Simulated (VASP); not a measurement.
# Ni (P6/mmm) in VASP: a series of runs

Runs on Ni. Level: PBEsol. Tasks: single point, relaxation of cell and atoms.

Everything below comes from runs of VASP 6.6.1. Logs are shortened: lines on timing, memory, paths and dates and some standing lists are left out, and cuts for length are marked.

## (1) The cell of the first run

Symmetry: P6/mmm, No. 191, hexagonal system. The conventional cell has a = 3.944 Å, b = 3.944 Å, c = 2.387 Å, α = 90.00°, β = 90.00°, γ = 120.00°. Ni (site symmetry 6/mmm) has 14 Ni at 2.39 to 2.57 Å within 3.2 Å. Within 3.0 Å of Ni (site symmetry -6m2) lie 11 Ni at 2.28 to 2.57 Å.

This isn't the form of Ni at room conditions, which is fcc.

## (2) Single point, PBEsol, collinear spin, ferromagnetic start

Contents of INCAR:

```
SYSTEM = Ni
PREC = Accurate ; ENCUT = 520
EDIFF = 1E-6 ; ISMEAR = -1
SIGMA = 0.1 ; LREAL = .False.
LASPH = .True. ; NELM = 150
ALGO = Normal ; ISIF = 2
LWAVE = .False. ; LCHARG = .False.
ISPIN = 2 ; MAGMOM = 1 1 1
LORBIT = 11 ; LMAXMIX = 4
GGA = PS ; NBANDS = 26
```

Contents of KPOINTS:

```
Automatic mesh
0
Gamma
  9 9 13
  0 0 0
```

Contents of POSCAR:

```
Ni
1.0
    3.9439349971      0.0000000000      0.0000000000
   -1.9719674986      3.4155478984      0.0000000000
    0.0000000000      0.0000000000      2.3868895408
Ni
3
Direct
    0.0000000000      0.0000000000      0.0000000000
    0.3333333333      0.6666666667      0.5000000000
    0.6666666667      0.3333333333      0.5000000000
```

Potentials or basis: VASP PAW PBE potentials, release 64 (Ni).

Started as:

```console
$ cat potpaw_PBE.64/Ni/POTCAR > POTCAR
$ mpirun -np 1 vasp_std > vasp.out
```

OUTCAR:

```text
SYSTEM = Ni
   PREC = Accurate
   ENCUT = 520
   EDIFF = 1E-6
   ISMEAR = -1
   LREAL = .False.
   LASPH = .True.
   NELM = 150
   ISIF = 2
   ISPIN = 2
   LORBIT = 11
   GGA = PS

 ion  position               nearest neighbor table
   1  0.000  0.000  0.000-   2 2.57   3 2.57   2 2.57   3 2.57   3 2.57   3 2.57   2 2.57   2 2.57
                             3 2.57   3 2.57   2 2.57   2 2.57
   2  0.333  0.667  0.500-   3 2.28   3 2.28   3 2.28   1 2.57   1 2.57   1 2.57   1 2.57   1 2.57
                             1 2.57
   3  0.667  0.333  0.500-   2 2.28   2 2.28   2 2.28   1 2.57   1 2.57   1 2.57   1 2.57   1 2.57
                             1 2.57

  LATTYP: Found a hexagonal cell.
 ALAT       =     3.9439349971
 C/A-ratio  =     0.6052050915

  Lattice vectors:

 A1 = (   3.9439349971,   0.0000000000,   0.0000000000)
 A2 = (  -1.9719674986,   3.4155478984,   0.0000000000)
 A3 = (   0.0000000000,   0.0000000000,   2.3868895408)

Analysis of symmetry for initial positions (statically):
=====================================================================
 Subroutine PRICEL returns:
 Original cell was already a primitive cell.

 Routine SETGRP: Setting up the symmetry group for a
 hexagonal supercell.

 Subroutine GETGRP returns: Found 24 space group operations
 (whereof 24 operations were pure point group operations)
 out of a pool of 24 trial point group operations.

The static configuration has the point symmetry D_6h.

Analysis of symmetry for dynamics (positions and initial velocities):
=====================================================================
 Subroutine PRICEL returns:
 Original cell was already a primitive cell.

 Routine SETGRP: Setting up the symmetry group for a
 hexagonal supercell.

 Subroutine GETGRP returns: Found 24 space group operations
 (whereof 24 operations were pure point group operations)
 out of a pool of 24 trial point group operations.

The dynamic configuration has the point symmetry D_6h.

Analysis of structural, dynamic, and magnetic symmetry:
=====================================================================
 Subroutine PRICEL returns:
 Original cell was already a primitive cell.

 Routine SETGRP: Setting up the symmetry group for a
 hexagonal supercell.

 Subroutine GETGRP returns: Found 24 space group operations
 (whereof 24 operations were pure point group operations)
 out of a pool of 24 trial point group operations.

The overall configuration has the point symmetry D_6h.

 Subroutine INISYM returns: Found 24 space group operations
 (whereof 24 operations are pure point group operations),
 and found     1 'primitive' translations

----------------------------------------------------------------------------------------

                                     Primitive cell

  volume of cell :      32.1531

  direct lattice vectors                    reciprocal lattice vectors
     3.943934997  0.000000000  0.000000000     0.253553875  0.146389398  0.000000000
    -1.971967499  3.415547898  0.000000000     0.000000000  0.292778796  0.000000000
     0.000000000  0.000000000  2.386889541     0.000000000  0.000000000  0.418955290

  length of vectors
     3.943934997  3.943934997  2.386889541     0.292778796  0.292778796  0.418955290

  position of ions in fractional coordinates (direct lattice)
     0.000000000  0.000000000  0.000000000
     0.333333333  0.666666667  0.500000000
     0.666666667  0.333333333  0.500000000

  ion indices of the primitive-cell ions
   primitive index   ion index
                 1           1
                 2           2
                 3           3

----------------------------------------------------------------------------------------

 KPOINTS: Automatic mesh

Automatic generation of k-mesh.
 Grid dimensions read from file:
 generate k-points for:    9    9   13

 Generating k-lattice:

  Cartesian coordinates                     Fractional coordinates (reciprocal lattice)
     0.028172653  0.016265489  0.000000000     0.111111111 -0.000000000  0.000000000
     0.000000000  0.032530977  0.000000000     0.000000000  0.111111111  0.000000000
     0.000000000  0.000000000  0.032227330     0.000000000  0.000000000  0.076923077

  Length of vectors
     0.032530977  0.032530977  0.032227330

  Shift w.r.t. Gamma in fractional coordinates (k-lattice)
     0.000000000  0.000000000  0.000000000

 Subroutine IBZKPT returns following result:
 ===========================================

 Found     84 irreducible k-points:

 Following reciprocal coordinates:
            Coordinates               Weight
  0.000000  0.000000  0.000000      1.000000
  0.111111 -0.000000  0.000000      6.000000
  0.222222 -0.000000  0.000000      6.000000
  0.333333  0.000000  0.000000      6.000000
  0.444444 -0.000000  0.000000      6.000000
  0.111111  0.111111  0.000000      6.000000
[... 16 lines left out ...]
  0.333333  0.222222  0.076923     24.000000
  0.333333  0.333333  0.076923      4.000000
 [... further k-points ...]
   k-points           NKPTS =     84   k-points in BZ     NKDIM =     84   number of bands    NBANDS=     26
   number of dos      NEDOS =    301   number of ions     NIONS =      3
   total plane-waves  NPLWV =  16200
   dimension x,y,z NGX =    30 NGY =   30 NGZ =   18
   dimension x,y,z NGXF=    60 NGYF=   60 NGZF=   36
   ions per type =               3
   NGX,Y,Z   is equivalent  to a cutoff of  12.65, 12.65, 12.54 a.u.
   NGXF,Y,Z  is equivalent  to a cutoff of  25.29, 25.29, 25.07 a.u.
 SYSTEM =  Ni
   PREC   = accura    normal or accurate (medium, high low for compatibility)
   ISTART =      0    job   : 0-new  1-cont  2-samecut
   ICHARG =      2    charge: 1-file 2-atom 10-const
   ISPIN  =      2    spin polarized calculation?
   LNONCOLLINEAR =      F non collinear calculations
   LSORBIT =      F    spin-orbit coupling
   LASPH  =      T    aspherical Exc in radial PAW
   ENCUT  =  520.0 eV  38.22 Ry    6.18 a.u.   7.33  7.33  4.44*2*pi/ulx,y,z
   NELM   =    150;   NELMIN=  2; NELMDL= -5     # of ELM steps
   EDIFF  = 0.1E-05   stopping-criterion for ELM
   LREAL  =      F    real-space projection
   EDIFFG = 0.1E-04   stopping-criterion for IOM
   NSW    =      0    number of steps for IOM
   IBRION =     -1    ionic relax: 0-MD 1-quasi-New 2-CG
   NFREE  =      0    steps in history (QN), initial steepest desc. (CG)
   ISIF   =      2    stress and relaxation
   ISYM   =      2    0-nonsym 1-usesym 2-fastsym
   POTIM  = 0.5000    time-step for ionic-motion
   TEBEG  =    0.0;   TEEND  =   0.0 temperature during run
   PSTRESS=    0.0 pullay stress
   NELECT =      30.0000    total number of electrons
   NUPDOWN=      -1.0000    fix difference up-down
   EMIN   =  10.00;   EMAX   =-10.00  energy-range for DOS
   EFERMI =   0.00;   METHOD = LEGACY
   ISMEAR =    -1;   SIGMA  =   0.10  broadening in eV -4-tet -1-fermi 0-gaus
   EFERMI_NEDOS =   21; number of points for ismear=-14 and -15
   IALGO  =     38    algorithm
   IMIX   =      4    mixing-type and parameters
     AMIX     =   0.40;   BMIX     =  1.00
     AMIX_MAG =   1.60;   BMIX_MAG =  1.00
  volume/ion in A,a.u.               =      10.72        72.33
  Fermi-wavevector in a.u.,A,eV,Ry     =   1.599709  3.023012 34.818264  2.559070
  Thomas-Fermi vector in A             =   2.696960
   LORBIT       =     11    0 simple, 1 ext, 2 COOP (PROOUT), +10 PAW based schemes
   GGA     = PS    functional components
   LHFCALC =     F    Hartree Fock is set to
   AEXX    =    0.0000 exact exchange contribution
   IVDW    =     0    specifies the selected vdW correction
   LEPSILON=     F    determine dielectric tensor
   LRPA    =     F    only Hartree local field effects (RPA)
 spin polarized calculation
  energy-cutoff  :      520.00
  volume of cell :       32.15
 maximum number of plane-waves:       903
 NGX is ok and might be reduce to    30
   NGX = 15   NGY = 15   NGZ =  9

 number of electron      29.9999998 magnetization       1.7949974

 Free energy of the ion-electron system (eV)
  ---------------------------------------------------
  ext. energy  EPLUGINS =         0.00000000
  ---------------------------------------------------
  free energy    TOTEN  =       -18.10392591 eV

  energy without entropy =      -17.91582457  energy(sigma->0) =      -18.00987524

 E-fermi :   9.3970     XC(G=0): -13.5148

 val. band max:        9.3963639436   @ k =   0.4444  -0.0000   0.1538
 cond. band min:       9.3976687843   @ k =   0.3333   0.0000   0.4615
 fundamental gap:      0.0013048407
 Fermi energy:         9.3970122860

 spin component 1

 k-point     1 :       0.0000    0.0000    0.0000
  band No.  band energies     occupation
      1       0.2446      1.00000
      2       5.0547      1.00000
      3       6.2024      1.00000
      4       6.2024      1.00000
      5       6.2081      1.00000
      6       6.2081      1.00000
[... 18 lines left out ...]
     25      35.5818      0.00000
     26      36.6130      0.00000
[... 644 lines left out ...]
      4       6.1985      1.00000
      5       6.1985      1.00000
      6       6.4233      1.00000
[... 18 lines left out ...]
     25      30.5689      0.00000
     26      30.5841      0.00000

 [... further k-points ...]

 spin component 2

 k-point     1 :       0.0000    0.0000    0.0000
  band No.  band energies     occupation
      1       0.2451      1.00000
      2       5.5585      1.00000
      3       6.6484      1.00000
      4       6.6484      1.00000
      5       6.6867      1.00000
      6       6.6867      1.00000
[... 18 lines left out ...]
     25      35.4913      0.00000
     26      36.5382      0.00000
[... 644 lines left out ...]
      4       6.8161      1.00000
      5       6.8161      1.00000
      6       6.9387      1.00000
[... 18 lines left out ...]
     25      30.6247      0.00000
     26      30.6476      0.00000

 [... further k-points ...]

------------------------ aborting loop because EDIFF is reached ----------------------------------------

  FORCE on cell =-STRESS in cart. coord.  units (eV):
  Direction    XX          YY          ZZ          XY          YZ          ZX
  --------------------------------------------------------------------------------------
  -------------------------------------------------------------------------------------
  Total       -0.4457100     -0.4457100     -0.4814443      0.0000000     -0.0000000      0.0000000
  in kB      -22.2095882    -22.2095882    -23.9902180      0.0000000     -0.0000000      0.0000000
  external PRESSURE =     -22.8031315 kB  Pullay stress =       0.0000000 kB

 VOLUME and BASIS-vectors are now :
 -----------------------------------------------------------------------------
  energy-cutoff  :      520.00
  volume of cell :       32.15
      direct lattice vectors                 reciprocal lattice vectors
     3.943934997  0.000000000  0.000000000     0.253553875  0.146389398  0.000000000
    -1.971967499  3.415547898  0.000000000     0.000000000  0.292778796  0.000000000
     0.000000000  0.000000000  2.386889541     0.000000000  0.000000000  0.418955290

 POSITION                                       TOTAL-FORCE (eV/Angst)
 -----------------------------------------------------------------------------------
      0.00000      0.00000      0.00000        -0.000000      0.000000      0.000000
     -0.00000      2.27703      1.19344         0.000000      0.000000      0.000000
      1.97197      1.13852      1.19344        -0.000000      0.000000      0.000000
 -----------------------------------------------------------------------------------
    total drift:                               -0.000000      0.000000      0.000000

  FREE ENERGIE OF THE ION-ELECTRON SYSTEM (eV)
  ---------------------------------------------------
  free  energy   TOTEN  =       -18.1039259089 eV

  energy  without entropy=      -17.9158245671  energy(sigma->0) =      -18.00987524

 total charge

# of ion       s       p       d       tot
------------------------------------------
    1        0.488   0.499   8.312   9.299
    2        0.522   0.525   8.344   9.391
    3        0.522   0.525   8.344   9.391
--------------------------------------------------
tot          1.533   1.548  25.000  28.081

 magnetization (x)

# of ion       s       p       d       tot
------------------------------------------
    1       -0.003  -0.021   0.606   0.582
    2       -0.005  -0.020   0.640   0.615
    3       -0.005  -0.020   0.640   0.615
--------------------------------------------------
tot         -0.013  -0.061   1.886   1.813
```

Wall time 59 s (1 thread of Intel Xeon 6975P-C (Granite Rapids), shared host); peak memory 0.22 GiB.

Results:

```yaml
Free_energy: -18.1039 eV
Pressure: -2.3 GPa
Net_moment: 1.79 μB per cell
Site_moments: Ni +0.58, +0.61 (each value once) μB
Valence_electrons_inside_the_program's_atomic_spheres: Ni 9.30, 9.39 (each value once)
```

Levels at points of the mesh, in eV from the Fermi level:
Spin up:
```csv
k point,band 13,band 14,band 15,band 16,band 17,band 18,band 19,band 20
"(0.00, 0.00, 0.00)",-1.51,-1.51,-0.41,-0.41,6.13,6.13,6.16,6.16
```
Spin down:
```csv
k point,band 11,band 12,band 13,band 14,band 15,band 16,band 17,band 18
"(0.00, 0.00, 0.00)",-0.91,-0.91,-0.87,-0.87,0.27,0.27,6.40,6.40
```

Caveat: the PAW data sets were made with another functional, which shifts forces and pressure a little.

## (3) Single point, PBEsol, collinear spin, ferromagnetic start

Contents of INCAR:

```
SYSTEM = Ni
PREC = Accurate
ENCUT = 520
EDIFF = 1E-7
ISMEAR = -1
SIGMA = 0.1
LREAL = .FALSE.
LASPH = .TRUE.
NELM = 150
ALGO = Normal
ISIF = 2
LWAVE = .FALSE.
LCHARG = .TRUE.
ISPIN = 2
MAGMOM = 1 1 1
LORBIT = 11
LMAXMIX = 4
GGA = PS
LELF = .TRUE.
LVHAR = .TRUE.
NBANDS = 26
```

Contents of KPOINTS:

```
regular mesh
0
G
  9 9 13
  0 0 0
```

Contents of POSCAR:

```
Ni
1.0
    3.9437986514      0.0000000000      0.0000000000
   -1.9718993257      3.4154298195      0.0000000000
    0.0000000000      0.0000000000      2.3872589304
Ni
3
Direct
    0.0000000000      0.0000000000      0.0000000000
    0.3333333333      0.6666666667      0.5000000000
    0.6666666667      0.3333333333      0.5000000000
```

Potentials or basis: VASP PAW PBE potentials, release 64 (Ni).

Started as:

```console
$ cat potpaw_PBE.64/Ni/POTCAR > POTCAR
$ mpirun -np 1 vasp_std > vasp.out
```

It took 67 s on 1 thread of Intel Xeon 6975P-C (Granite Rapids), shared host; peak memory 0.22 GiB.

Results (log left out):

| Quantity | Value |
| --- | --- |
| Free energy | -18.1039 eV |
| Pressure | -2.2 GPa |
| Net moment | 1.80 μB per cell |
| Site moments | Ni +0.58, +0.62 (each value once) μB |
| Valence electrons inside the program's atomic spheres | Ni 9.30, 9.39 (each value once) |

Stress tensor (GPa, compression positive):
```
-2.15  0.00  0.00
 0.00 -2.15  0.00
 0.00  0.00 -2.39
```

Levels at points of the mesh, in eV from the Fermi level:
Spin up:
```
           k point  band 13  band 14  band 15  band 16  band 17  band 18  band 19  band 20
(0.00, 0.00, 0.00)    -1.51    -1.51    -0.41    -0.41     6.14     6.14     6.16     6.16
```
Spin down:
```tsv
k point	band 12	band 13	band 14	band 15	band 16	band 17
(0.00, 0.00, 0.00)	-0.91	-0.87	-0.87	0.27	0.27	6.40
```

Caveat: the PAW data sets were made with another functional, which shifts forces and pressure a little.

## (4) Relaxation of cell and atoms, PBEsol, collinear spin, ferromagnetic start, target pressure -2.2 GPa, at which the enthalpy is minimised

Contents of INCAR:

```
SYSTEM = Ni
ALGO = Normal
EDIFF = 1E-6
EDIFFG = -0.005
ENCUT = 600
GGA = PS
IBRION = 2
ISIF = 3
ISMEAR = -1
ISPIN = 2
LASPH = .True.
LCHARG = .False.
LMAXMIX = 4
LORBIT = 11
LREAL = .False.
LWAVE = .False.
MAGMOM = 1 1 1
NELM = 150
NSW = 32
PREC = Accurate
PSTRESS = -22.0
SIGMA = 0.1
```

Contents of KPOINTS:

```
k-points
0
Gamma
  9 9 13
  0 0 0
```

Contents of POSCAR:

```
Ni
1.0
    3.9439349971      0.0000000000      0.0000000000
   -1.9719674986      3.4155478984      0.0000000000
    0.0000000000      0.0000000000      2.3868895408
Ni
3
Direct
    0.0000000000      0.0000000000      0.0000000000
    0.3333333333      0.6666666667      0.5000000000
    0.6666666667      0.3333333333      0.5000000000
```

Started as:

```console
$ cat potpaw_PBE.64/Ni/POTCAR > POTCAR
$ mpirun -np 1 vasp_std > vasp.out
```

Wall time 86 s (1 thread of Intel Xeon 6975P-C (Granite Rapids), shared host); peak memory 0.24 GiB.

It converged, with:

```yaml
Free_energy: -18.1037 eV
Relaxed_volume: 10.71 Å³/atom
Relaxed_cell: a = 3.943 Å, b = 3.943 Å, c = 2.386 Å, α = 90.00°, β = 90.00°, γ = 120.00°
Space_group_after_relaxing_to_0.1_Å: P6/mmm (No. 191)
Energy_change_on_relaxing_the_run_minimises_the_enthalpy: -0.1 meV/atom
Ionic_steps: 3
Pressure_after_relaxing: -2.2 GPa
Net_moment: 1.79 μB per cell
Site_moments: Ni +0.58, +0.61 (each value once) μB
Valence_electrons_inside_the_program's_atomic_spheres: Ni 9.30, 9.39 (each value once)
```

Stress tensor (GPa, compression positive):
```
-2.15  0.00  0.00
 0.00 -2.15  0.00
 0.00  0.00 -2.24
```

The path:
```
step  energy change (eV)  largest force (eV/Å)  pressure (GPa)  volume (Å³)
   1              0.0000                0.0000           -2.36        32.15
   2             -0.0007                0.0000           -1.96        32.10
   3             -0.0003                0.0000           -2.18        32.13
```

Final structure:
```cif
data_structure
_symmetry_space_group_name_H-M 'P 1'
_symmetry_Int_Tables_number 1
_cell_length_a 3.9433
_cell_length_b 3.9433
_cell_length_c 2.3859
_cell_angle_alpha 90.000
_cell_angle_beta 90.000
_cell_angle_gamma 120.000
_cell_volume 32.13
loop_
_atom_site_label
_atom_site_type_symbol
_atom_site_fract_x
_atom_site_fract_y
_atom_site_fract_z
_atom_site_occupancy
Ni1 Ni 0.00000 0.00000 0.00000 1
Ni2 Ni 0.33333 0.66667 0.50000 1
Ni3 Ni 0.66667 0.33333 0.50000 1
```

Levels at points of the mesh, in eV from the Fermi level:
Spin up:
```tsv
k point	band 14	band 15	band 16	band 17	band 18	band 19
(0.00, 0.00, 0.00)	-1.51	-0.41	-0.41	6.14	6.14	6.16
```
Spin down:
| k point | band 10 | band 11 | band 12 | band 13 | band 14 | band 15 | band 16 | band 17 | band 18 | band 19 |
| --- | --- | --- | --- | --- | --- | --- | --- | --- | --- | --- |
| (0.00, 0.00, 0.00) | -1.45 | -0.91 | -0.91 | -0.87 | -0.87 | 0.27 | 0.27 | 6.40 | 6.40 | 6.40 |

Caveat: the cell is relaxed towards a set pressure, so the run minimises the enthalpy, not the energy; the PAW data sets were made with another functional, which shifts forces and pressure a little.
